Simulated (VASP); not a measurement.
Crystal: GaP.

```
Ga P
1.0
     0.00000    2.66962    2.66962
     2.66962    0.00000    2.66962
     2.66962    2.66962    0.00000
Ga P
1 1
Direct
  0.00000 0.00000 0.00000
  0.75000 0.75000 0.75000
```

Base run:

| Property | Result |
| --- | --- |
| Program | VASP 6.6.1 |
| Functional | b88 exchange, pbe correlation |
| Potentials or basis | VASP PAW PBE potentials, release 64 (Ga_d, P) |
| Cutoff | 500 eV |
| k mesh | 8 × 8 × 8 |
| Occupations | fermi-dirac, width 0.05 eV |
| Spin | no spin polarisation |

Its results: band gap on the k mesh 1.52 eV (least direct gap 2.33 eV); pressure 8.4 GPa.

**Question.** The run is repeated on the same cell with these changes: functional from b88 exchange, pbe correlation to r2SCANh; cutoff from 500 eV to 520 eV; k mesh from 8 × 8 × 8 to 4 × 4 × 4. What comes out?

**Answer.** Band gap on the k mesh 2.27 eV (least direct gap 3.51 eV); pressure 6.5 GPa.

Several settings changed at once.

Caveats: some runs use coarse meshes; the PAW data sets were made with another functional, which shifts forces and pressure a little; the cell stands under pressure (at least some runs).

A k mesh can miss the band edges.
